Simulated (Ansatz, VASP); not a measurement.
# ZrC: VASP beside Ansatz

```
Zr C
1.0
     2.91612    0.00000    0.00000
     0.00000    2.91612    0.00000
     0.00000    0.00000    2.91612
Zr C
1 1
Cartesian
  0.0000 0.0000 0.0000
  1.4581 1.4581 1.4581
```

Alike in both runs: task single point; functional r2SCAN; k mesh 12 × 12 × 12; occupations gaussian, width 0.05 eV; no spin polarisation.

|  | VASP | Ansatz |
| --- | --- | --- |
| version | VASP 6.6.1 | Ansatz 0.2.0 |
| potentials or method | VASP PAW PBE potentials, release 64 (Zr_sv, C), cutoff 660 eV | scalar-relativistic, plane waves, PAW |
| valence electrons in the cell | 16 | 16 |

```tsv
	VASP	Ansatz	Ansatz less VASP
pressure (GPa)	0.0	0.0	-0.02
```

VASP's potentials were made for PBE, not for r2SCAN.
